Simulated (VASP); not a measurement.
# Te2Mo (P6_3/mmc) in VASP: single point with PBEsol

Aim: the single point of Te2Mo with PBEsol.

Everything below comes from runs of VASP 6.6.1. Logs are shortened: lines on timing, memory, paths and dates and some standing lists are left out, and cuts for length are marked.

## (1) The cell of the first run

The structure is hexagonal, space group P6_3/mmc (No. 194). The conventional cell has a = 3.496 Å, b = 3.496 Å, c = 13.701 Å, α = 90.00°, β = 90.00°, γ = 120.00°. Within 3.8 Å of Te (site symmetry 3m) lie 3 Mo at 2.72 Å and 10 Te at 3.50 to 3.80 Å. Within 3.6 Å of Mo (site symmetry -6m2) lie 6 Te at 2.72 Å and 6 Mo at 3.50 Å.

## (2) Single point, PBEsol

Contents of POSCAR:

```
Te2Mo
1.0
    3.4964011281      0.0000000000      0.0000000000
   -1.7482005640      3.0279721987      0.0000000000
    0.0000000000      0.0000000000     13.7008448591
Te Mo
4 2
Direct
    0.3333333333      0.6666666667      0.6173401535
    0.6666666667      0.3333333333      0.1173401535
    0.3333333333      0.6666666667      0.8826598465
    0.6666666667      0.3333333333      0.3826598465
    0.3333333333      0.6666666667      0.2500000000
    0.6666666667      0.3333333333      0.7500000000
```

Contents of INCAR.step1:

```
SYSTEM = Te2Mo
PREC = Accurate
ENCUT = 520
EDIFF = 1E-6
ISMEAR = 0
SIGMA = 0.02
LREAL = .FALSE.
LASPH = .TRUE.
NELM = 60
ALGO = Normal
ISIF = 2
LWAVE = .FALSE.
LCHARG = .TRUE.
LMAXMIX = 4
GGA = PS
NBANDS = 35
```

Contents of KPOINTS.step1:

```
regular mesh
0
G
  12 12 2
  0 0 0
```

Contents of INCAR.step2:

```
SYSTEM = Te2Mo
PREC = Accurate
ENCUT = 520
EDIFF = 1E-6
ISMEAR = -5
SIGMA = 0.02
LREAL = .FALSE.
LASPH = .TRUE.
NELM = 60
ALGO = Normal
ISIF = 2
LWAVE = .FALSE.
LCHARG = .FALSE.
LMAXMIX = 4
GGA = PS
LORBIT = 11
NBANDS = 35
NEDOS = 1001
ICHARG = 11
```

Contents of KPOINTS.step2:

```
regular mesh
0
G
  18 18 3
  0 0 0
```

Potentials or basis: VASP PAW PBE potentials, release 64 (Te, Mo_sv).

The run is started by

```
> cat potpaw_PBE.64/Te/POTCAR potpaw_PBE.64/Mo_sv/POTCAR > POTCAR
> cp INCAR.step1 INCAR
> cp KPOINTS.step1 KPOINTS
> mpirun -np 1 vasp_std > vasp.out
> cp INCAR.step2 INCAR
> cp KPOINTS.step2 KPOINTS
> mpirun -np 1 vasp_std > vasp.out
```

OUTCAR:

```text
SYSTEM = Te2Mo
   PREC = Accurate
   ENCUT = 520
   EDIFF = 1E-6
   ISMEAR = -5
   LREAL = .FALSE.
   LASPH = .TRUE.
   NELM = 60
   ISIF = 2
   GGA = PS
   LORBIT = 11
   ICHARG = 11

 ion  position               nearest neighbor table
   1  0.333  0.667  0.617-   6 2.72   6 2.72   6 2.72   3 3.64
   2  0.667  0.333  0.117-   5 2.72   5 2.72   5 2.72   4 3.64
   3  0.333  0.667  0.883-   6 2.72   6 2.72   6 2.72   1 3.64
   4  0.667  0.333  0.383-   5 2.72   5 2.72   5 2.72   2 3.64
   5  0.333  0.667  0.250-   2 2.72   4 2.72   2 2.72   4 2.72   2 2.72   4 2.72
   6  0.667  0.333  0.750-   1 2.72   3 2.72   1 2.72   3 2.72   1 2.72   3 2.72

  LATTYP: Found a hexagonal cell.
 ALAT       =     3.4964011281
 C/A-ratio  =     3.9185563547

  Lattice vectors:

 A1 = (   3.4964011281,   0.0000000000,   0.0000000000)
 A2 = (  -1.7482005640,   3.0279721987,   0.0000000000)
 A3 = (   0.0000000000,   0.0000000000,  13.7008448591)

Analysis of symmetry for initial positions (statically):
=====================================================================
 Subroutine PRICEL returns:
 Original cell was already a primitive cell.

 Routine SETGRP: Setting up the symmetry group for a
 hexagonal supercell.

 Subroutine GETGRP returns: Found 24 space group operations
 (whereof 12 operations were pure point group operations)
 out of a pool of 24 trial point group operations.

The static configuration has the point symmetry D_3d.
 The point group associated with its full space group is D_6h.

Analysis of symmetry for dynamics (positions and initial velocities):
=====================================================================
 Subroutine PRICEL returns:
 Original cell was already a primitive cell.

 Routine SETGRP: Setting up the symmetry group for a
 hexagonal supercell.

 Subroutine GETGRP returns: Found 24 space group operations
 (whereof 12 operations were pure point group operations)
 out of a pool of 24 trial point group operations.

The dynamic configuration has the point symmetry D_3d.
 The point group associated with its full space group is D_6h.

 Subroutine INISYM returns: Found 24 space group operations
 (whereof 12 operations are pure point group operations),
 and found     1 'primitive' translations

----------------------------------------------------------------------------------------

                                     Primitive cell

  volume of cell :     145.0509

  direct lattice vectors                    reciprocal lattice vectors
     3.496401128  0.000000000  0.000000000     0.286008374  0.165127011  0.000000000
    -1.748200564  3.027972199  0.000000000     0.000000000  0.330254023  0.000000000
     0.000000000  0.000000000 13.700844859     0.000000000  0.000000000  0.072988200

  length of vectors
     3.496401128  3.496401128 13.700844859     0.330254023  0.330254023  0.072988200

  position of ions in fractional coordinates (direct lattice)
     0.333333333  0.666666667  0.617340154
     0.666666667  0.333333333  0.117340154
     0.333333333  0.666666667  0.882659846
     0.666666667  0.333333333  0.382659846
     0.333333333  0.666666667  0.250000000
     0.666666667  0.333333333  0.750000000

  ion indices of the primitive-cell ions
   primitive index   ion index
                 1           1
                 2           2
                 3           3
                 4           4
                 5           5
                 6           6

----------------------------------------------------------------------------------------

 KPOINTS: regular mesh

Automatic generation of k-mesh.
 Grid dimensions read from file:
 generate k-points for:   18   18    3

 Generating k-lattice:

  Cartesian coordinates                     Fractional coordinates (reciprocal lattice)
     0.015889354  0.009173723  0.000000000     0.055555556  0.000000000  0.000000000
     0.000000000  0.018347446  0.000000000     0.000000000  0.055555556  0.000000000
     0.000000000  0.000000000  0.024329400     0.000000000  0.000000000  0.333333333

  Length of vectors
     0.018347446  0.018347446  0.024329400

  Shift w.r.t. Gamma in fractional coordinates (k-lattice)
     0.000000000  0.000000000  0.000000000

 TETIRR: Found    828 inequivalent tetrahedra from     5832

 Subroutine IBZKPT returns following result:
 ===========================================

 Found     74 irreducible k-points:

 Following reciprocal coordinates:
            Coordinates               Weight
  0.000000  0.000000  0.000000      1.000000
  0.055556  0.000000  0.000000      6.000000
  0.111111  0.000000  0.000000      6.000000
  0.166667  0.000000  0.000000      6.000000
  0.222222  0.000000  0.000000      6.000000
  0.277778 -0.000000  0.000000      6.000000
[... 16 lines left out ...]
  0.333333  0.111111  0.000000     12.000000
  0.388889  0.111111  0.000000     12.000000
 [... further k-points ...]
   k-points           NKPTS =     74   k-points in BZ     NKDIM =     74   number of bands    NBANDS=     35
   number of dos      NEDOS =   1001   number of ions     NIONS =      6
   total plane-waves  NPLWV =  84672
   dimension x,y,z NGX =    28 NGY =   28 NGZ =  108
   dimension x,y,z NGXF=    56 NGYF=   56 NGZF=  216
   ions per type =               4   2
   NGX,Y,Z   is equivalent  to a cutoff of  13.31, 13.31, 13.10 a.u.
   NGXF,Y,Z  is equivalent  to a cutoff of  26.63, 26.63, 26.21 a.u.
 SYSTEM =  Te2Mo
   PREC   = accura    normal or accurate (medium, high low for compatibility)
   ISTART =      0    job   : 0-new  1-cont  2-samecut
   ICHARG =     11    charge: 1-file 2-atom 10-const
   ISPIN  =      1    spin polarized calculation?
   LNONCOLLINEAR =      F non collinear calculations
   LSORBIT =      F    spin-orbit coupling
   LASPH  =      T    aspherical Exc in radial PAW
   ENCUT  =  520.0 eV  38.22 Ry    6.18 a.u.   6.50  6.50 25.47*2*pi/ulx,y,z
   NELM   =     60;   NELMIN=  2; NELMDL=  0     # of ELM steps
   EDIFF  = 0.1E-05   stopping-criterion for ELM
   LREAL  =      F    real-space projection
   EDIFFG = 0.1E-04   stopping-criterion for IOM
   NSW    =      0    number of steps for IOM
   IBRION =     -1    ionic relax: 0-MD 1-quasi-New 2-CG
   NFREE  =      0    steps in history (QN), initial steepest desc. (CG)
   ISIF   =      2    stress and relaxation
   ISYM   =      2    0-nonsym 1-usesym 2-fastsym
   POTIM  = 0.5000    time-step for ionic-motion
   TEBEG  =    0.0;   TEEND  =   0.0 temperature during run
   PSTRESS=    0.0 pullay stress
   NELECT =      52.0000    total number of electrons
   NUPDOWN=      -1.0000    fix difference up-down
   EMIN   =  10.00;   EMAX   =-10.00  energy-range for DOS
   EFERMI =   0.00;   METHOD = LEGACY
   ISMEAR =    -5;   SIGMA  =   0.02  broadening in eV -4-tet -1-fermi 0-gaus
   EFERMI_NEDOS =   21; number of points for ismear=-14 and -15
   IALGO  =     38    algorithm
   IMIX   =      4    mixing-type and parameters
     AMIX     =   0.40;   BMIX     =  1.00
     AMIX_MAG =   1.60;   BMIX_MAG =  1.00
  volume/ion in A,a.u.               =      24.18       163.14
  Fermi-wavevector in a.u.,A,eV,Ry     =   1.162972  2.197698 18.401920  1.352503
  Thomas-Fermi vector in A             =   2.299527
   LORBIT       =     11    0 simple, 1 ext, 2 COOP (PROOUT), +10 PAW based schemes
   GGA     = PS    functional components
   LHFCALC =     F    Hartree Fock is set to
   AEXX    =    0.0000 exact exchange contribution
   IVDW    =     0    specifies the selected vdW correction
   LEPSILON=     F    determine dielectric tensor
   LRPA    =     F    only Hartree local field effects (RPA)
 non-spin polarized calculation
 Fermi weights with tetrahedron method with Bloechl corrections
  energy-cutoff  :      520.00
  volume of cell :      145.05
 maximum number of plane-waves:      3969
 NGX is ok and might be reduce to    28

 number of electron      51.9999999 magnetization

 Free energy of the ion-electron system (eV)
  ---------------------------------------------------
  ext. energy  EPLUGINS =         0.00000000
  ---------------------------------------------------
  free energy    TOTEN  =       -39.38021028 eV

  energy without entropy =      -39.38021028  energy(sigma->0) =      -39.38021028

 E-fermi :   8.5306     XC(G=0): -10.7751

 val. band max:        8.4946108600   @ k =   0.0556   0.0556   0.0000
 cond. band min:       9.0763557512   @ k =   0.2222   0.1667   0.0000
 fundamental gap:      0.5817448912
 Fermi energy:         8.5306300082

 k-point     1 :       0.0000    0.0000    0.0000
  band No.  band energies     occupation
      1     -52.2792      2.00000
      2     -52.2792      2.00000
      3     -26.4844      2.00000
      4     -26.4844      2.00000
      5     -26.3372      2.00000
      6     -26.3372      2.00000
[... 27 lines left out ...]
     34      11.9100      0.00000
     35      14.2418      0.00000

 k-point     2 :       0.0556    0.0000    0.0000
  band No.  band energies     occupation
      1     -52.2789      2.00000
      2     -52.2789      2.00000
      3     -26.4835      2.00000
      4     -26.4835      2.00000
      5     -26.3415      2.00000
      6     -26.3415      2.00000
[... 27 lines left out ...]
     34      11.8241      0.00000
     35      14.4990      0.00000

 k-point     3 :       0.1111    0.0000    0.0000
  band No.  band energies     occupation
      1     -52.2779      2.00000
      2     -52.2779      2.00000
      3     -26.4808      2.00000
      4     -26.4808      2.00000
      5     -26.3538      2.00000
      6     -26.3538      2.00000
[... 27 lines left out ...]
     34      11.7522      0.00000
     35      14.8729      0.00000

 k-point     4 :       0.1667    0.0000    0.0000
  band No.  band energies     occupation
      1     -52.2765      2.00000
      2     -52.2765      2.00000
      3     -26.4767      2.00000
      4     -26.4766      2.00000
      5     -26.3725      2.00000
      6     -26.3725      2.00000
[... 27 lines left out ...]
     34      11.9229      0.00000
     35      14.8774      0.00000

 k-point     5 :       0.2222    0.0000    0.0000
  band No.  band energies     occupation
      1     -52.2747      2.00000
      2     -52.2747      2.00000
      3     -26.4716      2.00000
      4     -26.4716      2.00000
      5     -26.3954      2.00000
      6     -26.3954      2.00000
[... 638 lines left out ...]
 k-point    22 :       0.2778    0.1111    0.0000
  band No.  band energies     occupation
      1     -52.2707      2.00000
      2     -52.2707      2.00000
      3     -26.4598      2.00000
      4     -26.4598      2.00000
      5     -26.4418      2.00000
      6     -26.4418      2.00000
[... 27 lines left out ...]
     34      12.5980      0.00000
     35      13.5076      0.00000

 k-point    23 :       0.3333    0.1111    0.0000
  band No.  band energies     occupation
      1     -52.2693      2.00000
      2     -52.2693      2.00000
      3     -26.4577      2.00000
      4     -26.4577      2.00000
      5     -26.4559      2.00000
      6     -26.4559      2.00000
[... 27 lines left out ...]
     34      12.7167      0.00000
     35      12.7942      0.00000

 k-point    24 :       0.3889    0.1111    0.0000
  band No.  band energies     occupation
      1     -52.2684      2.00000
      2     -52.2684      2.00000
      3     -26.4681      2.00000
      4     -26.4681      2.00000
      5     -26.4534      2.00000
      6     -26.4534      2.00000
[... 27 lines left out ...]
     34      12.4298      0.00000
     35      12.7527      0.00000

 [... further k-points ...]

------------------------ aborting loop because EDIFF is reached ----------------------------------------

  FORCE on cell =-STRESS in cart. coord.  units (eV):
  Direction    XX          YY          ZZ          XY          YZ          ZX
  --------------------------------------------------------------------------------------
  -------------------------------------------------------------------------------------
  Total       -0.3697800     -0.3697800     -0.4262967     -0.0000000      0.0000000      0.0000000
  in kB       -4.0844495     -4.0844495     -4.7087113     -0.0000000      0.0000000      0.0000000
  external PRESSURE =      -4.2925367 kB  Pullay stress =       0.0000000 kB

 VOLUME and BASIS-vectors are now :
 -----------------------------------------------------------------------------
  energy-cutoff  :      520.00
  volume of cell :      145.05
      direct lattice vectors                 reciprocal lattice vectors
     3.496401128  0.000000000  0.000000000     0.286008374  0.165127011  0.000000000
    -1.748200564  3.027972199  0.000000000     0.000000000  0.330254023  0.000000000
     0.000000000  0.000000000 13.700844859     0.000000000  0.000000000  0.072988200

 POSITION                                       TOTAL-FORCE (eV/Angst)
 -----------------------------------------------------------------------------------
     -0.00000      2.01865      8.45808        -0.000000      0.000000      0.210283
      1.74820      1.00932      1.60766        -0.000000      0.000000      0.210283
     -0.00000      2.01865     12.09319        -0.000000      0.000000     -0.210283
      1.74820      1.00932      5.24276        -0.000000      0.000000     -0.210283
     -0.00000      2.01865      3.42521        -0.000000      0.000000      0.000000
      1.74820      1.00932     10.27563         0.000000     -0.000000      0.000000
 -----------------------------------------------------------------------------------
    total drift:                               -0.000000      0.000000     -0.000000

  FREE ENERGIE OF THE ION-ELECTRON SYSTEM (eV)
  ---------------------------------------------------
  free  energy   TOTEN  =       -39.3802102813 eV

  energy  without entropy=      -39.3802102813  energy(sigma->0) =      -39.38021028

 total charge

# of ion       s       p       d       tot
------------------------------------------
    1        1.387   1.968   0.067   3.422
    2        1.387   1.968   0.067   3.422
    3        1.387   1.968   0.067   3.422
    4        1.387   1.968   0.067   3.422
    5        2.257   6.146   3.995  12.398
    6        2.257   6.146   3.995  12.398
--------------------------------------------------
tot         10.063  20.165   8.256  38.484
```

Wall time 11 min (1 thread of AMD EPYC 9755, shared host); peak memory 0.44 GiB.

What came out:

```
Valence electrons inside the program's atomic spheres : Te 3.42; Mo 12.40
```

Caveat: the PAW data sets were made with another functional, which shifts forces and pressure a little; spin-orbit coupling is left out, which moves the levels of the heavy elements; this functional lacks dispersion, which binds layers or chains, so the pressure and a relaxed spacing across them are unreliable.
